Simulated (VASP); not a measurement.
# BiTe (I4mm) in VASP: single point with PBE

Aim: the single point of BiTe with PBE.

Program: VASP 6.6.1. These are calculated values, not measurements. Logs are shortened: lines on timing, memory, paths and dates and some standing lists are left out, and cuts for length are marked.

### 1 The cell of the first run

The structure is tetragonal, space group I4mm (No. 107). The conventional cell has a = 4.575 Å, b = 4.575 Å, c = 6.470 Å, α = 90.00°, β = 90.00°, γ = 90.00°. Bi (site symmetry 4mm) has 6 Te at 3.03 to 3.44 Å within 4.0 Å. Te (site symmetry 4mm) has 6 Bi at 3.03 to 3.44 Å within 4.0 Å.

### 2 Single point, PBE

The input, INCAR:

```
  PREC = Accurate
  ENCUT = 500
  EDIFF = 1E-6
  ISMEAR = 0
  SIGMA = 0.1
  LREAL = False
  LASPH = True
  NELM = 120
  ALGO = Normal
  ISIF = 2
  LWAVE = False
  LCHARG = False
  GGA = PE
  NBANDS = 18
  GGA_COMPAT = False
```

The input, KPOINTS:

```
Automatic mesh
0
Gamma
  4 4 4
```

The input, POSCAR:

```
BiTe
1.0
    0.0000000000      3.2350000000      3.2350000000
    3.2350000000      0.0000000000      3.2350000000
    3.2350000000      3.2350000000      0.0000000000
Bi Te
1 1
Direct
    0.0000000000      0.0000000000      0.0000000000
    0.4690880989      0.5309119011      0.5309119011
```

Potentials or basis: VASP PAW PBE potentials, release 64 (Bi_d, Te).

Started as:

```sh
cat potpaw_PBE.64/Bi_d/POTCAR potpaw_PBE.64/Te/POTCAR > POTCAR
mpirun -np 1 vasp_std > vasp.out
```

OUTCAR:

```text
PREC = Accurate
   ENCUT = 500
   EDIFF = 1E-6
   ISMEAR = 0
   LREAL = False
   LASPH = True
   NELM = 120
   ISIF = 2
   GGA = PE

 ion  position               nearest neighbor table
   1  0.000  0.000  0.000-   2 3.03   2 3.24   2 3.24   2 3.24   2 3.24   2 3.44
   2  0.469  0.531  0.531-   1 3.03   1 3.24   1 3.24   1 3.24   1 3.24   1 3.44

  LATTYP: Found a face centered cubic cell.
 ALAT       =     6.4700000000

  Lattice vectors:

 A1 = (   0.0000000000,   3.2350000000,   3.2350000000)
 A2 = (   3.2350000000,   0.0000000000,   3.2350000000)
 A3 = (   3.2350000000,   3.2350000000,   0.0000000000)

Analysis of symmetry for initial positions (statically):
=====================================================================
 Subroutine PRICEL returns:
 Original cell was already a primitive cell.

 Routine SETGRP: Setting up the symmetry group for a
 face centered cubic supercell.

 Subroutine GETGRP returns: Found  8 space group operations
 (whereof  8 operations were pure point group operations)
 out of a pool of 48 trial point group operations.

The static configuration has the point symmetry C_4v.

Analysis of symmetry for dynamics (positions and initial velocities):
=====================================================================
 Subroutine PRICEL returns:
 Original cell was already a primitive cell.

 Routine SETGRP: Setting up the symmetry group for a
 face centered cubic supercell.

 Subroutine GETGRP returns: Found  8 space group operations
 (whereof  8 operations were pure point group operations)
 out of a pool of 48 trial point group operations.

The dynamic configuration has the point symmetry C_4v.

 Subroutine INISYM returns: Found  8 space group operations
 (whereof  8 operations are pure point group operations),
 and found     1 'primitive' translations

----------------------------------------------------------------------------------------

                                     Primitive cell

  volume of cell :      67.7100

  direct lattice vectors                    reciprocal lattice vectors
     0.000000000  3.235000000  3.235000000    -0.154559505  0.154559505  0.154559505
     3.235000000  0.000000000  3.235000000     0.154559505 -0.154559505  0.154559505
     3.235000000  3.235000000  0.000000000     0.154559505  0.154559505 -0.154559505

[... 66 lines left out ...]
   LNONCOLLINEAR =      F non collinear calculations
   LSORBIT =      F    spin-orbit coupling
   LASPH  =      T    aspherical Exc in radial PAW
   ENCUT  =  500.0 eV  36.75 Ry    6.06 a.u.   8.34  8.34  8.34*2*pi/ulx,y,z
   NELM   =    120;   NELMIN=  2; NELMDL= -5     # of ELM steps
   EDIFF  = 0.1E-05   stopping-criterion for ELM
   LREAL  =      F    real-space projection
   EDIFFG = 0.1E-04   stopping-criterion for IOM
   NSW    =      0    number of steps for IOM
   IBRION =     -1    ionic relax: 0-MD 1-quasi-New 2-CG
   NFREE  =      0    steps in history (QN), initial steepest desc. (CG)
   ISIF   =      2    stress and relaxation
   ISYM   =      2    0-nonsym 1-usesym 2-fastsym
   POTIM  = 0.5000    time-step for ionic-motion
   TEBEG  =    0.0;   TEEND  =   0.0 temperature during run
   PSTRESS=    0.0 pullay stress
   NELECT =      21.0000    total number of electrons
   NUPDOWN=      -1.0000    fix difference up-down
   EMIN   =  10.00;   EMAX   =-10.00  energy-range for DOS
   EFERMI =   0.00;   METHOD = LEGACY
   ISMEAR =     0;   SIGMA  =   0.10  broadening in eV -4-tet -1-fermi 0-gaus
   EFERMI_NEDOS =   21; number of points for ismear=-14 and -15
   IALGO  =     38    algorithm
   IMIX   =      4    mixing-type and parameters
     AMIX     =   0.40;   BMIX     =  1.00
     AMIX_MAG =   1.60;   BMIX_MAG =  1.00
  volume/ion in A,a.u.               =      33.86       228.46
  Fermi-wavevector in a.u.,A,eV,Ry     =   1.108146  2.094092 16.707785  1.227988
  Thomas-Fermi vector in A             =   2.244669
   LORBIT       =      0    0 simple, 1 ext, 2 COOP (PROOUT), +10 PAW based schemes
   GGA     = PE    functional components
   LHFCALC =     F    Hartree Fock is set to
   AEXX    =    0.0000 exact exchange contribution
   IVDW    =     0    specifies the selected vdW correction
   LEPSILON=     F    determine dielectric tensor
   LRPA    =     F    only Hartree local field effects (RPA)
 non-spin polarized calculation
 Gauss-broadening in eV      SIGMA  =   0.10
  energy-cutoff  :      500.00
  volume of cell :       67.71
 maximum number of plane-waves:      1759
 NGX is ok and might be reduce to    36
   NGX = 17   NGY = 17   NGZ = 17

 number of electron      21.0000000 magnetization

 Free energy of the ion-electron system (eV)
  ---------------------------------------------------
  ext. energy  EPLUGINS =         0.00000000
  ---------------------------------------------------
  free energy    TOTEN  =        -7.13770812 eV

  energy without entropy =       -7.12060392  energy(sigma->0) =       -7.12915602

 E-fermi :   6.7142     XC(G=0):  -9.4198

 val. band max:        6.6898713715   @ k =   0.0000  -0.2500   0.2500
 cond. band min:       6.7578595667   @ k =  -0.2500   0.2500   0.0000
 fundamental gap:      0.0679881952
 Fermi energy:         6.7141969467

 k-point     1 :       0.0000    0.0000    0.0000
  band No.  band energies     occupation
      1     -16.4978      2.00000
      2     -16.4805      2.00000
      3     -16.4805      2.00000
      4     -16.4509      2.00000
      5     -16.4496      2.00000
      6      -6.9065      2.00000
[... 250 lines left out ...]
      5     -16.4392      2.00000
      6      -4.7914      2.00000
[... 10 lines left out ...]
     17      16.4105      0.00000
     18      17.4116      0.00000

------------------------ aborting loop because EDIFF is reached ----------------------------------------

  FORCE on cell =-STRESS in cart. coord.  units (eV):
  Direction    XX          YY          ZZ          XY          YZ          ZX
  --------------------------------------------------------------------------------------
  -------------------------------------------------------------------------------------
  Total        0.9645522      0.4943073      0.4943073      0.0000000      0.0000000      0.0000000
  in kB       22.8235654     11.6964676     11.6964676      0.0000000      0.0000000      0.0000000
  external PRESSURE =      15.4055002 kB  Pullay stress =       0.0000000 kB

 VOLUME and BASIS-vectors are now :
 -----------------------------------------------------------------------------
  energy-cutoff  :      500.00
  volume of cell :       67.71
      direct lattice vectors                 reciprocal lattice vectors
     0.000000000  3.235000000  3.235000000    -0.154559505  0.154559505  0.154559505
     3.235000000  0.000000000  3.235000000     0.154559505 -0.154559505  0.154559505
     3.235000000  3.235000000  0.000000000     0.154559505  0.154559505 -0.154559505

 POSITION                                       TOTAL-FORCE (eV/Angst)
 -----------------------------------------------------------------------------------
      0.00000      0.00000      0.00000         0.653082      0.000000      0.000000
      3.43500      3.23500      3.23500        -0.653082      0.000000      0.000000
 -----------------------------------------------------------------------------------
    total drift:                               -0.000245     -0.000000     -0.000000

  FREE ENERGIE OF THE ION-ELECTRON SYSTEM (eV)
  ---------------------------------------------------
  free  energy   TOTEN  =        -7.1377081224 eV

  energy  without entropy=       -7.1206039178  energy(sigma->0) =       -7.12915602
```

Wall time 16 s (1 thread of AMD EPYC 7R13 (Zen 3), shared host); peak memory 0.18 GiB.

Results:

| Property | Result |
| --- | --- |
| Free energy | -7.1377 eV |
| Pressure | 1.5 GPa |
| Largest force | 0.653 eV/Å |
| Band gap on the k mesh | zero (an odd number of electrons rules out a gap without spin polarisation) |

Forces in eV/Å, atoms in the order of the input:
```
Bi   0.653  0.000  0.000
Te  -0.653  0.000  0.000
```

Stress tensor (GPa, compression positive):
```
2.28 0.00 0.00
0.00 1.17 0.00
0.00 0.00 1.17
```

Levels at points of the mesh, in eV from the Fermi level:
| k point | band 6 | band 7 | band 8 | band 9 | band 10 | band 11 | band 12 | band 13 | band 14 | band 15 |
| --- | --- | --- | --- | --- | --- | --- | --- | --- | --- | --- |
| (0.00, 0.00, 0.00) | -13.62 | -8.14 | -2.74 | -2.54 | -2.54 | 1.92 | 1.92 | 2.18 | 4.65 | 4.76 |
| (0.50, 0.00, 0.00) | -11.83 | -11.12 | -2.26 | -2.00 | -1.75 | -0.75 | -0.62 | -0.37 | 7.08 | 7.89 |
| (0.50, 0.50, 0.00) | -11.90 | -9.96 | -5.70 | -4.11 | -4.01 | 1.82 | 3.62 | 3.88 | 4.90 | 8.57 |
| (0.00, 0.50, 0.50) | -11.77 | -10.19 | -5.62 | -4.06 | -4.06 | 2.21 | 3.57 | 3.57 | 4.99 | 8.63 |

Caveat: the k points lie up to 0.42 Å⁻¹ apart, too coarse for converged energies and pressures of a metal; spin-orbit coupling is left out, which moves the levels of the heavy elements.
